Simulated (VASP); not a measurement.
# GaN (Fm-3m) in VASP: single point with PBEsol

Aim: the single point of GaN with PBEsol.

All numbers are computed with VASP 6.6.1; they aren't measurements. Logs are shortened: lines on timing, memory, paths and dates and some standing lists are left out, and cuts for length are marked.

## Step 1: The cell of the first run

Symmetry: Fm-3m, No. 225, cubic system. The conventional cell has a = 4.270 Å, b = 4.270 Å, c = 4.270 Å, α = 90.00°, β = 90.00°, γ = 90.00°. Ga (site symmetry m-3m) has 6 N at 2.14 Å within 2.8 Å. N (site symmetry m-3m) has 6 Ga at 2.14 Å within 2.8 Å.

## Step 2: Single point, PBEsol

The input, INCAR:

```
ALGO = Normal
EDIFF = 1E-6
ENCUT = 600
GGA = PS
GGA_COMPAT = F
ISIF = 2
ISMEAR = 0
LASPH = T
LCHARG = F
LREAL = F
LWAVE = F
NBANDS = 16
NELM = 120
PREC = Accurate
SIGMA = 0.01
```

The input, KPOINTS:

```
k-points
0
Gamma
  6 6 6
```

The input, POSCAR:

```
GaN
1.0
    3.0196780000      0.0000000000      0.0000000000
    1.5098390000      2.6151178592      0.0000000000
    1.5098390000      0.8717059531      2.4655567625
Ga N
1 1
Direct
    0.0000000000      0.0000000000      0.0000000000
    0.5000000000      0.5000000000      0.5000000000
```

Potentials or basis: VASP PAW PBE potentials, release 64 (Ga_d, N).

On the command line:

```sh
$ cat potpaw_PBE.64/Ga_d/POTCAR potpaw_PBE.64/N/POTCAR > POTCAR
$ mpirun -np 1 vasp_std > vasp.out
```

OUTCAR:

```text
EDIFF = 1E-6
   ENCUT = 600
   GGA = PS
   ISIF = 2
   ISMEAR = 0
   LASPH = T
   LREAL = F
   NELM = 120
   PREC = Accurate

 ion  position               nearest neighbor table
   1  0.000  0.000  0.000-   2 2.14   2 2.14   2 2.14   2 2.14   2 2.14   2 2.14
   2  0.500  0.500  0.500-   1 2.14   1 2.14   1 2.14   1 2.14   1 2.14   1 2.14

  LATTYP: Found a face centered cubic cell.
 ALAT       =     4.2704695815

  Lattice vectors:

 A1 = (   3.0196780000,   0.0000000000,   0.0000000000)
 A2 = (   1.5098390000,   2.6151178592,   0.0000000000)
 A3 = (   1.5098390000,   0.8717059531,   2.4655567625)

Analysis of symmetry for initial positions (statically):
=====================================================================
 Subroutine PRICEL returns:
 Original cell was already a primitive cell.

 Routine SETGRP: Setting up the symmetry group for a
 face centered cubic supercell.

 Subroutine GETGRP returns: Found 48 space group operations
 (whereof 48 operations were pure point group operations)
 out of a pool of 48 trial point group operations.

The static configuration has the point symmetry O_h .

Analysis of symmetry for dynamics (positions and initial velocities):
=====================================================================
 Subroutine PRICEL returns:
 Original cell was already a primitive cell.

 Routine SETGRP: Setting up the symmetry group for a
 face centered cubic supercell.

 Subroutine GETGRP returns: Found 48 space group operations
 (whereof 48 operations were pure point group operations)
 out of a pool of 48 trial point group operations.

The dynamic configuration has the point symmetry O_h .

 Subroutine INISYM returns: Found 48 space group operations
 (whereof 48 operations are pure point group operations),
 and found     1 'primitive' translations

----------------------------------------------------------------------------------------

                                     Primitive cell

  volume of cell :      19.4700

  direct lattice vectors                    reciprocal lattice vectors
     3.019678000  0.000000000  0.000000000     0.331161137 -0.191195972 -0.135195968
     1.509839000  2.615117859  0.000000000     0.000000000  0.382391943 -0.135195968
[... 63 lines left out ...]
   ions per type =               1   1
   NGX,Y,Z   is equivalent  to a cutoff of  13.21, 13.21, 13.21 a.u.
   NGXF,Y,Z  is equivalent  to a cutoff of  26.43, 26.43, 26.43 a.u.
 SYSTEM =  unknown system
   PREC   = accura    normal or accurate (medium, high low for compatibility)
   ISTART =      0    job   : 0-new  1-cont  2-samecut
   ICHARG =      2    charge: 1-file 2-atom 10-const
   ISPIN  =      1    spin polarized calculation?
   LNONCOLLINEAR =      F non collinear calculations
   LSORBIT =      F    spin-orbit coupling
   LASPH  =      T    aspherical Exc in radial PAW
   ENCUT  =  600.0 eV  44.10 Ry    6.64 a.u.   6.03  6.03  6.03*2*pi/ulx,y,z
   NELM   =    120;   NELMIN=  2; NELMDL= -5     # of ELM steps
   EDIFF  = 0.1E-05   stopping-criterion for ELM
   LREAL  =      F    real-space projection
[... 7 lines left out ...]
   TEBEG  =    0.0;   TEEND  =   0.0 temperature during run
   PSTRESS=    0.0 pullay stress
   NELECT =      18.0000    total number of electrons
   NUPDOWN=      -1.0000    fix difference up-down
   EMIN   =  10.00;   EMAX   =-10.00  energy-range for DOS
   EFERMI =   0.00;   METHOD = LEGACY
   ISMEAR =     0;   SIGMA  =   0.01  broadening in eV -4-tet -1-fermi 0-gaus
   EFERMI_NEDOS =   21; number of points for ismear=-14 and -15
   IALGO  =     38    algorithm
   IMIX   =      4    mixing-type and parameters
     AMIX     =   0.40;   BMIX     =  1.00
     AMIX_MAG =   1.60;   BMIX_MAG =  1.00
  volume/ion in A,a.u.               =       9.74        65.70
  Fermi-wavevector in a.u.,A,eV,Ry     =   1.594814  3.013761 34.605488  2.543432
  Thomas-Fermi vector in A             =   2.692830
   LORBIT       =      0    0 simple, 1 ext, 2 COOP (PROOUT), +10 PAW based schemes
   GGA     = PS    functional components
   LHFCALC =     F    Hartree Fock is set to
   AEXX    =    0.0000 exact exchange contribution
   IVDW    =     0    specifies the selected vdW correction
   LEPSILON=     F    determine dielectric tensor
   LRPA    =     F    only Hartree local field effects (RPA)
 non-spin polarized calculation
 Gauss-broadening in eV      SIGMA  =   0.01
  energy-cutoff  :      600.00
  volume of cell :       19.47
 maximum number of plane-waves:       656
   NGX = 13   NGY = 13   NGZ = 13

 number of electron      18.0000005 magnetization

 Free energy of the ion-electron system (eV)
  ---------------------------------------------------
  ext. energy  EPLUGINS =         0.00000000
  ---------------------------------------------------
  free energy    TOTEN  =       -12.23270903 eV

  energy without entropy =      -12.23270903  energy(sigma->0) =      -12.23270903

 E-fermi :   7.4786     XC(G=0): -13.1015

 val. band max:        7.4132703469   @ k =  -0.1667   0.1667  -0.0000
 cond. band min:       7.7126618459   @ k =   0.5000   0.5000   0.0000
 fundamental gap:      0.2993914990
 Fermi energy:         7.4785639385

 k-point     1 :       0.0000    0.0000    0.0000
  band No.  band energies     occupation
      1      -9.6122      2.00000
      2      -6.5614      2.00000
      3      -6.5614      2.00000
      4      -6.5614      2.00000
      5      -6.4721      2.00000
      6      -6.4721      2.00000
[... 281 lines left out ...]
      3      -6.4858      2.00000
      4      -6.4379      2.00000
      5      -6.2977      2.00000
      6      -3.7427      2.00000
[... 8 lines left out ...]
     15      28.6885      0.00000
     16      34.3789      0.00000

------------------------ aborting loop because EDIFF is reached ----------------------------------------

  FORCE on cell =-STRESS in cart. coord.  units (eV):
  Direction    XX          YY          ZZ          XY          YZ          ZX
  --------------------------------------------------------------------------------------
  -------------------------------------------------------------------------------------
  Total       -0.9252709     -0.9252709     -0.9252709      0.0000000     -0.0000000      0.0000000
  in kB      -76.1399494    -76.1399494    -76.1399494      0.0000000     -0.0000000      0.0000000
  external PRESSURE =     -76.1399494 kB  Pullay stress =       0.0000000 kB

 VOLUME and BASIS-vectors are now :
 -----------------------------------------------------------------------------
  energy-cutoff  :      600.00
  volume of cell :       19.47
      direct lattice vectors                 reciprocal lattice vectors
     3.019678000  0.000000000  0.000000000     0.331161137 -0.191195972 -0.135195968
     1.509839000  2.615117859  0.000000000     0.000000000  0.382391943 -0.135195968
     1.509839000  0.871705953  2.465556762     0.000000000  0.000000000  0.405587904

 POSITION                                       TOTAL-FORCE (eV/Angst)
 -----------------------------------------------------------------------------------
      0.00000      0.00000      0.00000         0.000000     -0.000000      0.000000
      3.01968      1.74341      1.23278        -0.000000      0.000000      0.000000
 -----------------------------------------------------------------------------------
    total drift:                               -0.000000      0.000000      0.000000

  FREE ENERGIE OF THE ION-ELECTRON SYSTEM (eV)
  ---------------------------------------------------
  free  energy   TOTEN  =       -12.2327090266 eV

  energy  without entropy=      -12.2327090266  energy(sigma->0) =      -12.23270903
```

OSZICAR:

```text
N       E                     dE             d eps       ncg     rms          rms(c)
DAV:   1     0.831283608404E+02    0.83128E+02   -0.97317E+03   568   0.227E+03
DAV:   2    -0.823240897195E+01   -0.91361E+02   -0.84447E+02   568   0.345E+02
DAV:   3    -0.137752263827E+02   -0.55428E+01   -0.55157E+01   592   0.724E+01
DAV:   4    -0.138302682293E+02   -0.55042E-01   -0.55034E-01   624   0.781E+00
DAV:   5    -0.138308673505E+02   -0.59912E-03   -0.59910E-03   600   0.776E-01    0.673E+00
DAV:   6    -0.122751613410E+02    0.15557E+01   -0.38561E+00   736   0.389E+01    0.233E+00
DAV:   7    -0.122544653723E+02    0.20696E-01   -0.18115E-01   576   0.456E+00    0.149E+00
DAV:   8    -0.122343243543E+02    0.20141E-01   -0.32644E-02   632   0.183E+00    0.504E-01
DAV:   9    -0.122327178098E+02    0.16065E-02   -0.52069E-03   592   0.132E+00    0.114E-01
DAV:  10    -0.122327134459E+02    0.43639E-05   -0.51721E-04   624   0.236E-01    0.602E-02
DAV:  11    -0.122327088207E+02    0.46252E-05   -0.15953E-05   608   0.437E-02    0.779E-03
DAV:  12    -0.122327090266E+02   -0.20593E-06   -0.90538E-07   472   0.108E-02
   1 F= -.12232709E+02 E0= -.12232709E+02  d E =-.957369E-22
```

stdout:

```text
POSCAR found type information on POSCAR GaN
 POSCAR found :  2 types and       2 ions
 scaLAPACK will be used
 -----------------------------------------------------------------------------
|                                                                             |
|                                                                             |
|     You enforced a specific xc type in the INCAR file but a different       |
|     I HOPE YOU KNOW WHAT YOU ARE DOING!                                     |
|                                                                             |
 -----------------------------------------------------------------------------

 LDA part: xc-table for (Slater+PW92), standard interpolation
 POSCAR, INCAR and KPOINTS ok, starting setup
 FFT: planning ... GRIDC
 FFT: planning ... GRID_SOFT
 FFT: planning ... GRID
 WAVECAR not read
 entering main loop
```

Run time: 6.5 s. Hardware: 1 thread of AMD EPYC 7R13 (Zen 3), shared host; peak memory 0.11 GiB.

What came out:

```yaml
Free_energy: -12.2327 eV
Pressure: -7.6 GPa
Band_gap_on_the_k_mesh: 0.30 eV, indirect (least direct gap 2.37 eV)
```

Caveat: the k points lie up to 0.42 Å⁻¹ apart; the PAW data sets were made with another functional, which shifts forces and pressure a little. A k mesh can miss the band edges.
